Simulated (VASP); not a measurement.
# CdI2 (P-3m1) in VASP: a series of runs

The runs below take CdI2 through single point, relaxation of cell and atoms, with PBE.

Program: VASP 6.6.1. These are calculated values, not measurements. Logs are shortened: lines on timing, memory, paths and dates and some standing lists are left out, and cuts for length are marked.

### 1 The cell of the first run

It takes space group P-3m1 (No. 164, trigonal). Conventional cell: a = 4.338 Å, b = 4.338 Å, c = 8.095 Å, α = 90.00°, β = 90.00°, γ = 120.00°. Cd (site symmetry -3m) has 6 I at 3.04 Å within 4.0 Å. Within 4.0 Å of I (site symmetry 3m) lie 3 Cd at 3.04 Å.

### 2 Single point, PBE (43.98 Å³/atom)

Input file INCAR:

```
PREC = Accurate ; ENCUT = 500
EDIFF = 1E-6 ; ISMEAR = 0
SIGMA = 0.05 ; LREAL = F
LASPH = T ; NELM = 120
ALGO = Normal ; ISIF = 2
LWAVE = F ; LCHARG = F
GGA = PE ; NBANDS = 20
GGA_COMPAT = F
```

Input file KPOINTS:

```
regular mesh
0
Gamma
  10 10 6
```

Input file POSCAR:

```
CdI2
1.0
    4.3384013758      0.0000000000      0.0000000000
   -2.1692006879      3.7571658032      0.0000000000
    0.0000000000      0.0000000000      8.0952122119
Cd I
1 2
Direct
    0.0000000000      0.0000000000      0.0000000000
    0.3333333333      0.6666666667      0.2122083546
    0.6666666667      0.3333333333      0.7877916454
```

Potentials or basis: VASP PAW PBE potentials, release 64 (Cd, I).

The run is started by

```
cat potpaw_PBE.64/Cd/POTCAR potpaw_PBE.64/I/POTCAR > POTCAR
mpirun -np 1 vasp_std > vasp.out
```

OUTCAR:

```text
PREC = Accurate
   ENCUT = 500
   EDIFF = 1E-6
   ISMEAR = 0
   LREAL = F
   LASPH = T
   NELM = 120
   ISIF = 2
   GGA = PE

 ion  position               nearest neighbor table
   1  0.000  0.000  0.000-   2 3.04   3 3.04   2 3.04   3 3.04   3 3.04   2 3.04
   2  0.333  0.667  0.212-   1 3.04   1 3.04   1 3.04
   3  0.667  0.333  0.788-   1 3.04   1 3.04   1 3.04

  LATTYP: Found a hexagonal cell.
 ALAT       =     4.3384013758
 C/A-ratio  =     1.8659435840

  Lattice vectors:

 A1 = (   4.3384013758,   0.0000000000,   0.0000000000)
 A2 = (  -2.1692006879,   3.7571658032,   0.0000000000)
 A3 = (   0.0000000000,   0.0000000000,   8.0952122119)

Analysis of symmetry for initial positions (statically):
=====================================================================
 Subroutine PRICEL returns:
 Original cell was already a primitive cell.

 Routine SETGRP: Setting up the symmetry group for a
 hexagonal supercell.

 Subroutine GETGRP returns: Found 12 space group operations
 (whereof 12 operations were pure point group operations)
 out of a pool of 24 trial point group operations.

The static configuration has the point symmetry D_3d.

Analysis of symmetry for dynamics (positions and initial velocities):
=====================================================================
 Subroutine PRICEL returns:
 Original cell was already a primitive cell.

 Routine SETGRP: Setting up the symmetry group for a
 hexagonal supercell.

 Subroutine GETGRP returns: Found 12 space group operations
 (whereof 12 operations were pure point group operations)
 out of a pool of 24 trial point group operations.

The dynamic configuration has the point symmetry D_3d.

 Subroutine INISYM returns: Found 12 space group operations
 (whereof 12 operations are pure point group operations),
 and found     1 'primitive' translations

----------------------------------------------------------------------------------------

                                     Primitive cell

  volume of cell :     131.9527

  direct lattice vectors                    reciprocal lattice vectors
     4.338401376  0.000000000  0.000000000     0.230499650  0.133079035  0.000000000
    -2.169200688  3.757165803  0.000000000     0.000000000  0.266158070  0.000000000
     0.000000000  0.000000000  8.095212212     0.000000000  0.000000000  0.123529807

  length of vectors
     4.338401376  4.338401376  8.095212212     0.266158070  0.266158070  0.123529807

  position of ions in fractional coordinates (direct lattice)
     0.000000000  0.000000000  0.000000000
     0.333333333  0.666666667  0.212208355
     0.666666667  0.333333333  0.787791645

  ion indices of the primitive-cell ions
   primitive index   ion index
                 1           1
                 2           2
                 3           3

----------------------------------------------------------------------------------------

 KPOINTS: regular mesh

Automatic generation of k-mesh.
 Grid dimensions read from file:
 generate k-points for:   10   10    6

 Generating k-lattice:

  Cartesian coordinates                     Fractional coordinates (reciprocal lattice)
     0.023049965  0.013307904  0.000000000     0.100000000 -0.000000000  0.000000000
     0.000000000  0.026615807  0.000000000     0.000000000  0.100000000  0.000000000
     0.000000000  0.000000000  0.020588301     0.000000000  0.000000000  0.166666667

  Length of vectors
     0.026615807  0.026615807  0.020588301

  Shift w.r.t. Gamma in fractional coordinates (k-lattice)
     0.000000000  0.000000000  0.000000000

 Subroutine IBZKPT returns following result:
 ===========================================

 Found     72 irreducible k-points:

 Following reciprocal coordinates:
            Coordinates               Weight
  0.000000  0.000000  0.000000      1.000000
  0.100000 -0.000000  0.000000      6.000000
  0.200000 -0.000000  0.000000      6.000000
  0.300000  0.000000  0.000000      6.000000
  0.400000 -0.000000  0.000000      6.000000
  0.500000  0.000000  0.000000      3.000000
[... 16 lines left out ...]
  0.000000  0.400000  0.166667      6.000000
  0.500000  0.000000  0.166667      6.000000
 [... further k-points ...]
   k-points           NKPTS =     72   k-points in BZ     NKDIM =     72   number of bands    NBANDS=     20
   number of dos      NEDOS =    301   number of ions     NIONS =      3
   total plane-waves  NPLWV =  61440
   dimension x,y,z NGX =    32 NGY =   32 NGZ =   60
   dimension x,y,z NGXF=    64 NGYF=   64 NGZF=  120
   ions per type =               1   2
   NGX,Y,Z   is equivalent  to a cutoff of  12.26, 12.26, 12.32 a.u.
   NGXF,Y,Z  is equivalent  to a cutoff of  24.52, 24.52, 24.64 a.u.
 SYSTEM =  unknown system
   PREC   = accura    normal or accurate (medium, high low for compatibility)
   ISTART =      0    job   : 0-new  1-cont  2-samecut
   ICHARG =      2    charge: 1-file 2-atom 10-const
   ISPIN  =      1    spin polarized calculation?
   LNONCOLLINEAR =      F non collinear calculations
   LSORBIT =      F    spin-orbit coupling
   LASPH  =      T    aspherical Exc in radial PAW
   ENCUT  =  500.0 eV  36.75 Ry    6.06 a.u.   7.91  7.91 14.76*2*pi/ulx,y,z
   NELM   =    120;   NELMIN=  2; NELMDL= -5     # of ELM steps
   EDIFF  = 0.1E-05   stopping-criterion for ELM
   LREAL  =      F    real-space projection
   EDIFFG = 0.1E-04   stopping-criterion for IOM
   NSW    =      0    number of steps for IOM
   IBRION =     -1    ionic relax: 0-MD 1-quasi-New 2-CG
   NFREE  =      0    steps in history (QN), initial steepest desc. (CG)
   ISIF   =      2    stress and relaxation
   ISYM   =      2    0-nonsym 1-usesym 2-fastsym
   POTIM  = 0.5000    time-step for ionic-motion
   TEBEG  =    0.0;   TEEND  =   0.0 temperature during run
   PSTRESS=    0.0 pullay stress
   NELECT =      26.0000    total number of electrons
   NUPDOWN=      -1.0000    fix difference up-down
   EMIN   =  10.00;   EMAX   =-10.00  energy-range for DOS
   EFERMI =   0.00;   METHOD = LEGACY
   ISMEAR =     0;   SIGMA  =   0.05  broadening in eV -4-tet -1-fermi 0-gaus
   EFERMI_NEDOS =   21; number of points for ismear=-14 and -15
   IALGO  =     38    algorithm
   IMIX   =      4    mixing-type and parameters
     AMIX     =   0.40;   BMIX     =  1.00
     AMIX_MAG =   1.60;   BMIX_MAG =  1.00
  volume/ion in A,a.u.               =      43.98       296.82
  Fermi-wavevector in a.u.,A,eV,Ry     =   0.952635  1.800219 12.347468  0.907513
  Thomas-Fermi vector in A             =   2.081216
   LORBIT       =      0    0 simple, 1 ext, 2 COOP (PROOUT), +10 PAW based schemes
   GGA     = PE    functional components
   LHFCALC =     F    Hartree Fock is set to
   AEXX    =    0.0000 exact exchange contribution
   IVDW    =     0    specifies the selected vdW correction
   LEPSILON=     F    determine dielectric tensor
   LRPA    =     F    only Hartree local field effects (RPA)
 non-spin polarized calculation
 Gauss-broadening in eV      SIGMA  =   0.05
  energy-cutoff  :      500.00
  volume of cell :      131.95
 maximum number of plane-waves:      3382
   NGX = 15   NGY = 15   NGZ = 29

 number of electron      26.0000006 magnetization

 Free energy of the ion-electron system (eV)
  ---------------------------------------------------
  ext. energy  EPLUGINS =         0.00000000
  ---------------------------------------------------
  free energy    TOTEN  =        -5.54937289 eV

  energy without entropy =       -5.54937289  energy(sigma->0) =       -5.54937289

 E-fermi :   0.5776     XC(G=0):  -7.4754

 val. band max:        0.3051134118   @ k =   0.1000  -0.0000   0.1667
 cond. band min:       2.7427551517   @ k =   0.5000   0.0000   0.5000
 fundamental gap:      2.4376417399
 Fermi energy:         0.5776387615

 k-point     1 :       0.0000    0.0000    0.0000
  band No.  band energies     occupation
      1     -11.4217      2.00000
      2     -10.9409      2.00000
      3      -7.1216      2.00000
      4      -7.1216      2.00000
      5      -7.0105      2.00000
      6      -6.9493      2.00000
[... 12 lines left out ...]
     19       8.9841      0.00000
     20       9.2733      0.00000

 k-point     2 :       0.1000   -0.0000    0.0000
  band No.  band energies     occupation
      1     -11.3804      2.00000
      2     -10.9322      2.00000
      3      -7.1151      2.00000
      4      -7.1010      2.00000
      5      -7.0027      2.00000
      6      -6.9515      2.00000
[... 12 lines left out ...]
     19       8.6216      0.00000
     20       9.0011      0.00000

 k-point     3 :       0.2000   -0.0000    0.0000
  band No.  band energies     occupation
      1     -11.2677      2.00000
      2     -10.9100      2.00000
      3      -7.1011      2.00000
      4      -7.0492      2.00000
      5      -6.9802      2.00000
      6      -6.9535      2.00000
[... 12 lines left out ...]
     19       8.1510      0.00000
     20       8.7234      0.00000

 k-point     4 :       0.3000    0.0000    0.0000
  band No.  band energies     occupation
      1     -11.1170      2.00000
      2     -10.8849      2.00000
      3      -7.0910      2.00000
      4      -7.0173      2.00000
      5      -6.9516      2.00000
      6      -6.9258      2.00000
[... 12 lines left out ...]
     19       8.0712      0.00000
     20       8.7255      0.00000

 k-point     5 :       0.4000   -0.0000    0.0000
  band No.  band energies     occupation
      1     -10.9793      2.00000
      2     -10.8716      2.00000
      3      -7.0884      2.00000
      4      -7.0198      2.00000
      5      -6.9392      2.00000
      6      -6.9064      2.00000
[... 12 lines left out ...]
     19       8.1807      0.00000
     20       9.1278      0.00000
[... 353 lines left out ...]
      6      -6.9258      2.00000
[... 12 lines left out ...]
     19       7.6365      0.00000
     20       8.7602      0.00000

 k-point    22 :       0.4000   -0.0000    0.1667
  band No.  band energies     occupation
      1     -10.9754      2.00000
      2     -10.8757      2.00000
      3      -7.0884      2.00000
      4      -7.0198      2.00000
      5      -6.9389      2.00000
      6      -6.9064      2.00000
[... 12 lines left out ...]
     19       8.7638      0.00000
     20       9.1998      0.00000

 k-point    23 :       0.0000    0.4000    0.1667
  band No.  band energies     occupation
      1     -10.9804      2.00000
      2     -10.8702      2.00000
      3      -7.0884      2.00000
      4      -7.0201      2.00000
      5      -6.9392      2.00000
      6      -6.9064      2.00000
[... 12 lines left out ...]
     19       7.9580      0.00000
     20       9.2336      0.00000

 k-point    24 :       0.5000    0.0000    0.1667
  band No.  band energies     occupation
      1     -10.9107      2.00000
      2     -10.8800      2.00000
      3      -7.0885      2.00000
      4      -7.0239      2.00000
      5      -6.9344      2.00000
      6      -6.8977      2.00000
[... 12 lines left out ...]
     19       8.6198      0.00000
     20       9.1932      0.00000

 [... further k-points ...]

------------------------ aborting loop because EDIFF is reached ----------------------------------------

  FORCE on cell =-STRESS in cart. coord.  units (eV):
  Direction    XX          YY          ZZ          XY          YZ          ZX
  --------------------------------------------------------------------------------------
  -------------------------------------------------------------------------------------
  Total       -0.0260728     -0.0260728     -0.0091880      0.0000000      0.0000000      0.0000000
  in kB       -0.3165771     -0.3165771     -0.1115611      0.0000000      0.0000000      0.0000000
  external PRESSURE =      -0.2482384 kB  Pullay stress =       0.0000000 kB

 VOLUME and BASIS-vectors are now :
 -----------------------------------------------------------------------------
  energy-cutoff  :      500.00
  volume of cell :      131.95
      direct lattice vectors                 reciprocal lattice vectors
     4.338401376  0.000000000  0.000000000     0.230499650  0.133079035  0.000000000
    -2.169200688  3.757165803  0.000000000     0.000000000  0.266158070  0.000000000
     0.000000000  0.000000000  8.095212212     0.000000000  0.000000000  0.123529807

 POSITION                                       TOTAL-FORCE (eV/Angst)
 -----------------------------------------------------------------------------------
      0.00000      0.00000      0.00000        -0.000000      0.000000     -0.000000
     -0.00000      2.50478      1.71787         0.000000      0.000000      0.008597
      2.16920      1.25239      6.37734         0.000000     -0.000000     -0.008597
 -----------------------------------------------------------------------------------
    total drift:                               -0.000000     -0.000000     -0.000000

  FREE ENERGIE OF THE ION-ELECTRON SYSTEM (eV)
  ---------------------------------------------------
  free  energy   TOTEN  =        -5.5493728888 eV

  energy  without entropy=       -5.5493728888  energy(sigma->0) =       -5.54937289
```

Wall time 78 s (1 thread of AMD EPYC 9R14 (Zen 4), shared host); peak memory 0.31 GiB.

What came out:

```yaml
Free_energy: -5.5494 eV
Pressure: 0.0 GPa
Largest_force: 0.009 eV/Å
Band_gap_on_the_k_mesh: 2.44 eV (least direct gap 2.56 eV)
```

Forces in eV/Å, atoms in the order of the input:
```
Cd   0.000  0.000  0.000
I    0.000  0.000  0.009
I    0.000  0.000 -0.009
```

Levels at points of the mesh, in eV from the valence-band top:
| k point | band 9 | band 10 | band 11 | band 12 | band 13 | band 14 | band 15 | band 16 | band 17 | band 18 |
| --- | --- | --- | --- | --- | --- | --- | --- | --- | --- | --- |
| (0.00, 0.00, 0.00) | -0.46 | -0.26 | -0.26 | -0.03 | -0.03 | 2.52 | 4.54 | 6.26 | 6.26 | 6.97 |
| (0.50, 0.00, 0.00) | -2.58 | -1.41 | -1.25 | -0.39 | -0.16 | 2.52 | 5.12 | 6.36 | 6.83 | 6.99 |
| (0.00, 0.00, 0.50) | -0.89 | -0.27 | -0.27 | -0.02 | -0.02 | 3.03 | 4.50 | 6.23 | 6.23 | 6.83 |
| (0.50, 0.00, 0.50) | -2.65 | -1.25 | -1.23 | -0.37 | -0.20 | 2.44 | 5.15 | 6.11 | 6.50 | 7.03 |

Caveat: spin-orbit coupling is left out, which moves the levels of the heavy elements; this functional lacks dispersion, which binds the layers, so the pressure and a relaxed spacing across them are unreliable.

### 3 Relaxation of cell and atoms, PBE

This run uses another cell than the first one, of 36.02 Å³/atom.

Input file INCAR:

```
SYSTEM = CdI2
PREC     = Accurate       ! precision mode
ENCUT    = 500            ! plane-wave cutoff, eV
EDIFF    = 1E-7           ! SCF threshold, eV
ISMEAR   = 0              ! smearing method
SIGMA    = 0.05           ! smearing width, eV
LREAL    = .FALSE.        ! projectors in reciprocal space
LASPH    = .TRUE.         ! aspherical terms in the spheres
NELM     = 120            ! most SCF steps
ALGO     = Normal         ! electronic algorithm
ISIF     = 3              ! what is computed and relaxed
LWAVE    = .FALSE.        ! write WAVECAR
LCHARG   = .FALSE.        ! write CHGCAR
GGA      = PE             ! functional
IBRION   = 2              ! ionic algorithm
NSW      = 80             ! ionic steps
EDIFFG   = -0.01          ! ionic threshold
GGA_COMPAT= .FALSE.      
NELMIN   = 4
```

Input file KPOINTS:

```
regular mesh
0
G
  10 10 6
  0 0 0
```

Input file POSCAR:

```
CdI2
1.0
    4.2580989834      0.0000000000      0.0000000000
   -2.1290494917      3.6876218914      0.0000000000
    0.0000000000      0.0000000000      6.8817875428
Cd I
1 2
Direct
    0.0000000000      0.0000000000      0.0000000000
    0.3333333333      0.6666666667      0.2492000000
    0.6666666667      0.3333333333      0.7508000000
```

Potentials or basis: VASP PAW PBE potentials, release 64 (Cd, I).

The run is started by

```
cat potpaw_PBE.64/Cd/POTCAR potpaw_PBE.64/I/POTCAR > POTCAR
mpirun -np 1 vasp_std > vasp.out
```

Run time: 11 min. Hardware: 1 thread of AMD EPYC 9R14 (Zen 4), shared host; peak memory 0.28 GiB.

Results (log left out):

* Free energy: -5.5460 eV
* Relaxed volume: 40.68 Å³/atom
* Relaxed cell: a = 4.339 Å, b = 4.339 Å, c = 7.485 Å, α = 90.00°, β = 90.00°, γ = 120.00°
* Space group after relaxing (to 0.1 Å): P-3m1 (No. 164)
* Energy gained by relaxing: 16.0 meV/atom
* Ionic steps: 15
* Pressure after relaxing: 0.0 GPa
* Largest force after relaxing: 0.006 eV/Å
* Band gap on the k mesh: 2.40 eV (least direct gap 2.50 eV)

Forces in eV/Å, atoms in the order of the input:
```
Cd   0.000  0.000  0.000
I    0.000  0.000 -0.006
I    0.000  0.000  0.006
```

The path:
| step | energy change (eV) | largest force (eV/Å) | pressure (GPa) | volume (Å³) |
| --- | --- | --- | --- | --- |
| 1 | 0.0000 | 0.0881 | 1.60 | 108.06 |
| 2 | -0.0242 | 0.1946 | -0.13 | 113.80 |
| 3 | -0.0246 | 0.1651 | 0.04 | 113.13 |
| 4 | -0.0271 | 0.1472 | 0.04 | 113.55 |
| 5 | -0.0329 | 0.0945 | 0.03 | 114.79 |
| 6 | -0.0379 | 0.0082 | 0.04 | 117.31 |
| 7 | -0.0414 | 0.0063 | -0.01 | 118.20 |
| 8 | -0.0467 | 0.0514 | -0.13 | 120.83 |
| 9 | -0.0469 | 0.0610 | -0.15 | 121.33 |
| 10 | -0.0463 | 0.0388 | 0.33 | 120.47 |
| 11 | -0.0475 | 0.0198 | 0.05 | 120.97 |
| 12 | -0.0478 | 0.0076 | 0.04 | 121.35 |
| 13 | -0.0479 | 0.0048 | 0.04 | 121.74 |
| 14 | -0.0479 | 0.0201 | -0.08 | 122.41 |
| 15 | -0.0479 | 0.0060 | -0.01 | 122.03 |

Final structure:
```cif
data_structure
_symmetry_space_group_name_H-M 'P 1'
_symmetry_Int_Tables_number 1
_cell_length_a 4.3388
_cell_length_b 4.3388
_cell_length_c 7.4854
_cell_angle_alpha 90.000
_cell_angle_beta 90.000
_cell_angle_gamma 120.000
_cell_volume 122.03
loop_
_atom_site_label
_atom_site_type_symbol
_atom_site_fract_x
_atom_site_fract_y
_atom_site_fract_z
_atom_site_occupancy
Cd1 Cd 0.00000 0.00000 0.00000 1
I1 I 0.33333 0.66667 0.22950 1
I2 I 0.66667 0.33333 0.77050 1
```

Levels at points of the mesh, in eV from the valence-band top:
| k point | band 9 | band 10 | band 11 | band 12 | band 13 | band 14 | band 15 | band 16 | band 17 |
| --- | --- | --- | --- | --- | --- | --- | --- | --- | --- |
| (0.00, 0.00, 0.00) | -0.29 | -0.26 | -0.26 | -0.07 | -0.07 | 2.43 | 4.52 | 6.27 | 6.27 |
| (0.50, 0.00, 0.00) | -2.55 | -1.53 | -1.29 | -0.44 | -0.14 | 2.55 | 5.09 | 6.27 | 6.71 |
| (0.00, 0.00, 0.50) | -1.08 | -0.30 | -0.30 | -0.02 | -0.02 | 3.17 | 4.50 | 6.18 | 6.18 |
| (0.50, 0.00, 0.50) | -2.72 | -1.22 | -1.17 | -0.38 | -0.25 | 2.40 | 5.11 | 6.04 | 6.60 |

Caveat: spin-orbit coupling is left out, which moves the levels of the heavy elements; this functional lacks dispersion, which binds the layers, so the pressure and a relaxed spacing across them are unreliable. Expect the measured gap to be larger: semilocal functionals such as PBE lack the derivative discontinuity.
